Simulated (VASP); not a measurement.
# ZnO (P6_3mc) in VASP: further runs

ZnO is run at these levels: PBEsol; tasks: single point.

All numbers are computed with VASP 6.6.1; they aren't measurements. Logs are shortened: lines on timing, memory, paths and dates and some standing lists are left out, and cuts for length are marked.

**What was measured.**

“Electronic structure of alkaline earth and post-transition metal oxides”, 2009, arxiv:0908.1581 quotes, for a bulk crystal of ZnO: band gap 3.37 eV.

The runs below are set against these values where they give the same quantity.

## 1. The cell of the first run

It takes space group P6_3mc (No. 186, hexagonal). Conventional cell: a = 3.230 Å, b = 3.230 Å, c = 5.215 Å, α = 90.00°, β = 90.00°, γ = 120.00°. Zn (site symmetry 3m) has 4 O at 1.97 to 1.98 Å within 2.6 Å. O (site symmetry 3m) has 4 Zn at 1.97 to 1.98 Å within 2.6 Å.

## 2. Single point, PBEsol

File INCAR:

```
SYSTEM = ZnO
  PREC = Accurate
  ENCUT = 600
  EDIFF = 1E-6
  ISMEAR = -1
  SIGMA = 0.02
  LREAL = .FALSE.
  LASPH = .TRUE.
  NELM = 120
  ALGO = Normal
  ISIF = 2
  LWAVE = .FALSE.
  LCHARG = .TRUE.
  GGA = PS
  LELF = .TRUE.
  LVHAR = .TRUE.
  NBANDS = 26
  GGA_COMPAT = .FALSE.
```

File KPOINTS:

```
regular mesh
0
G
  8 8 5
  0 0 0
```

File POSCAR:

```
ZnO
1.0
    3.2297824503      0.0000000000      0.0000000000
   -1.6148912252      2.7970736507      0.0000000000
    0.0000000000      0.0000000000      5.2149468832
Zn O
2 2
Direct
    0.3333333333      0.6666666667      0.5000730935
    0.6666666667      0.3333333333      0.0000730935
    0.6666666667      0.3333333333      0.3789369065
    0.3333333333      0.6666666667      0.8789369065
```

Potentials or basis: VASP PAW PBE potentials, release 64 (Zn, O).

Command:

```bash
$ cat potpaw_PBE.64/Zn/POTCAR potpaw_PBE.64/O/POTCAR > POTCAR
$ mpirun -np 1 vasp_std > vasp.out
```

OUTCAR:

```text
SYSTEM = ZnO
   PREC = Accurate
   ENCUT = 600
   EDIFF = 1E-6
   ISMEAR = -1
   LREAL = .FALSE.
   LASPH = .TRUE.
   NELM = 120
   ISIF = 2
   GGA = PS

 ion  position               nearest neighbor table
   1  0.333  0.667  0.500-   3 1.97   3 1.97   3 1.97   4 1.98
   2  0.667  0.333  0.000-   4 1.97   4 1.97   4 1.97   3 1.98
   3  0.667  0.333  0.379-   1 1.97   1 1.97   1 1.97   2 1.98
   4  0.333  0.667  0.879-   2 1.97   2 1.97   2 1.97   1 1.98

  LATTYP: Found a hexagonal cell.
 ALAT       =     3.2297824503
 C/A-ratio  =     1.6146433896

  Lattice vectors:

 A1 = (   3.2297824503,   0.0000000000,   0.0000000000)
 A2 = (  -1.6148912252,   2.7970736507,   0.0000000000)
 A3 = (   0.0000000000,   0.0000000000,   5.2149468832)

Analysis of symmetry for initial positions (statically):
=====================================================================
 Subroutine PRICEL returns:
 Original cell was already a primitive cell.

 Routine SETGRP: Setting up the symmetry group for a
 hexagonal supercell.

 Subroutine GETGRP returns: Found 12 space group operations
 (whereof  6 operations were pure point group operations)
 out of a pool of 24 trial point group operations.

The static configuration has the point symmetry C_3v.
 The point group associated with its full space group is C_6v.

Analysis of symmetry for dynamics (positions and initial velocities):
=====================================================================
 Subroutine PRICEL returns:
 Original cell was already a primitive cell.

 Routine SETGRP: Setting up the symmetry group for a
 hexagonal supercell.

 Subroutine GETGRP returns: Found 12 space group operations
 (whereof  6 operations were pure point group operations)
 out of a pool of 24 trial point group operations.

The dynamic configuration has the point symmetry C_3v.
 The point group associated with its full space group is C_6v.

 Subroutine INISYM returns: Found 12 space group operations
 (whereof  6 operations are pure point group operations),
 and found     1 'primitive' translations

----------------------------------------------------------------------------------------

                                     Primitive cell

  volume of cell :      47.1115

[... 83 lines left out ...]
   PREC   = accura    normal or accurate (medium, high low for compatibility)
   ISTART =      0    job   : 0-new  1-cont  2-samecut
   ICHARG =      2    charge: 1-file 2-atom 10-const
   ISPIN  =      1    spin polarized calculation?
   LNONCOLLINEAR =      F non collinear calculations
   LSORBIT =      F    spin-orbit coupling
   LASPH  =      T    aspherical Exc in radial PAW
   ENCUT  =  600.0 eV  44.10 Ry    6.64 a.u.   6.45  6.45 10.42*2*pi/ulx,y,z
   NELM   =    120;   NELMIN=  2; NELMDL= -5     # of ELM steps
   EDIFF  = 0.1E-05   stopping-criterion for ELM
   LREAL  =      F    real-space projection
   EDIFFG = 0.1E-04   stopping-criterion for IOM
   NSW    =      0    number of steps for IOM
   IBRION =     -1    ionic relax: 0-MD 1-quasi-New 2-CG
   NFREE  =      0    steps in history (QN), initial steepest desc. (CG)
   ISIF   =      2    stress and relaxation
   ISYM   =      2    0-nonsym 1-usesym 2-fastsym
   POTIM  = 0.5000    time-step for ionic-motion
   TEBEG  =    0.0;   TEEND  =   0.0 temperature during run
   PSTRESS=    0.0 pullay stress
   NELECT =      36.0000    total number of electrons
   NUPDOWN=      -1.0000    fix difference up-down
   EMIN   =  10.00;   EMAX   =-10.00  energy-range for DOS
   EFERMI =   0.00;   METHOD = LEGACY
   ISMEAR =    -1;   SIGMA  =   0.02  broadening in eV -4-tet -1-fermi 0-gaus
   EFERMI_NEDOS =   21; number of points for ismear=-14 and -15
   IALGO  =     38    algorithm
   IMIX   =      4    mixing-type and parameters
     AMIX     =   0.40;   BMIX     =  1.00
     AMIX_MAG =   1.60;   BMIX_MAG =  1.00
  volume/ion in A,a.u.               =      11.78        79.48
  Fermi-wavevector in a.u.,A,eV,Ry     =   1.496695  2.828343 30.478356  2.240096
  Thomas-Fermi vector in A             =   2.608678
   LORBIT       =      0    0 simple, 1 ext, 2 COOP (PROOUT), +10 PAW based schemes
   GGA     = PS    functional components
   LHFCALC =     F    Hartree Fock is set to
   AEXX    =    0.0000 exact exchange contribution
   IVDW    =     0    specifies the selected vdW correction
   LEPSILON=     F    determine dielectric tensor
   LRPA    =     F    only Hartree local field effects (RPA)
 non-spin polarized calculation
  energy-cutoff  :      600.00
  volume of cell :       47.11
 maximum number of plane-waves:      1589
 NGX is ok and might be reduce to    28
   NGX = 13   NGY = 13   NGZ = 21

 number of electron      36.0000008 magnetization

 Free energy of the ion-electron system (eV)
  ---------------------------------------------------
  ext. energy  EPLUGINS =         0.00000000
  ---------------------------------------------------
  free energy    TOTEN  =       -19.41378314 eV

  energy without entropy =      -19.41378314  energy(sigma->0) =      -19.41378314

 E-fermi :   1.4995     XC(G=0): -11.2412

 val. band max:        1.1475842030   @ k =   0.0000   0.0000   0.0000
 cond. band min:       1.8369538323   @ k =   0.0000   0.0000   0.0000
 fundamental gap:      0.6893696294
 Fermi energy:         1.4994942545

 k-point     1 :       0.0000    0.0000    0.0000
  band No.  band energies     occupation
      1     -16.9836      2.00000
      2     -16.2283      2.00000
      3      -4.6646      2.00000
      4      -4.6214      2.00000
      5      -4.6214      2.00000
      6      -4.5794      2.00000
[... 685 lines left out ...]
     25      14.6442      0.00000
     26      14.9039      0.00000

 [... further k-points ...]
[... 5 lines left out ...]
  --------------------------------------------------------------------------------------
  -------------------------------------------------------------------------------------
  Total        0.1553642      0.1553642      0.1526726     -0.0000000      0.0000000      0.0000000
  in kB        5.2836567      5.2836567      5.1921192     -0.0000000      0.0000000      0.0000000
  external PRESSURE =       5.2531442 kB  Pullay stress =       0.0000000 kB

 VOLUME and BASIS-vectors are now :
 -----------------------------------------------------------------------------
  energy-cutoff  :      600.00
  volume of cell :       47.11
      direct lattice vectors                 reciprocal lattice vectors
     3.229782450  0.000000000  0.000000000     0.309618377  0.178758253  0.000000000
    -1.614891225  2.797073651  0.000000000     0.000000000  0.357516506  0.000000000
     0.000000000  0.000000000  5.214946883     0.000000000  0.000000000  0.191756507

 POSITION                                       TOTAL-FORCE (eV/Angst)
 -----------------------------------------------------------------------------------
     -0.00000      1.86472      2.60785         0.000000     -0.000000      0.000232
      1.61489      0.93236      0.00038        -0.000000      0.000000      0.000232
      1.61489      0.93236      1.97614         0.000000      0.000000     -0.000232
     -0.00000      1.86472      4.58361        -0.000000      0.000000     -0.000232
 -----------------------------------------------------------------------------------
    total drift:                                0.000000     -0.000000     -0.000654

  FREE ENERGIE OF THE ION-ELECTRON SYSTEM (eV)
  ---------------------------------------------------
  free  energy   TOTEN  =       -19.4137831368 eV

  energy  without entropy=      -19.4137831366  energy(sigma->0) =      -19.41378314
```

Run time: 57 s. Hardware: 1 thread of Intel Xeon Platinum 8488C (Sapphire Rapids), shared host; peak memory 0.19 GiB.

What came out:

- Free energy: -19.4138 eV
- Pressure: 0.5 GPa
- Band gap on the k mesh: 0.69 eV

Caveat: the PAW data sets were made with another functional, which shifts forces and pressure a little.

(Part 1 of 2 ends here.)
